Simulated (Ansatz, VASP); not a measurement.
**Al3Cl: VASP beside Ansatz**

```
Al Cl
1.0
     5.70389    0.00000    0.00000
    -2.85194    4.93971    0.00000
     0.00000    0.00000    2.98183
Al Cl
3 1
Direct
  0.50000 0.00000 0.00000
  0.00000 0.50000 0.00000
  0.50000 0.50000 0.00000
  0.00000 0.00000 0.50000
```

Alike in both runs: functional PBE; k mesh 6 × 6 × 6; occupations gaussian, width 0.1 eV; no spin polarisation.

Ansatz relaxed the structure, and its values are those at the end. VASP's run is a single point on that final structure, the one shown.

|  | VASP | Ansatz |
| --- | --- | --- |
| version | VASP 6.6.1 | Ansatz 0.2.0 |
| potentials or method | VASP PAW PBE potentials, release 64 (Al, Cl), cutoff 520 eV | scalar-relativistic, plane waves, PAW |
| valence electrons in the cell | 16 | 16 |

```csv
,VASP,Ansatz,Ansatz less VASP
gap on the k mesh at the Fermi level (eV),none,none,-
pressure (GPa),-0.1,-0.1,+0.03
```

A gap of «none» marks a metal or a gap that the smearing closes. With one functional, cell and mesh, what is left measures potentials, basis and numerics.
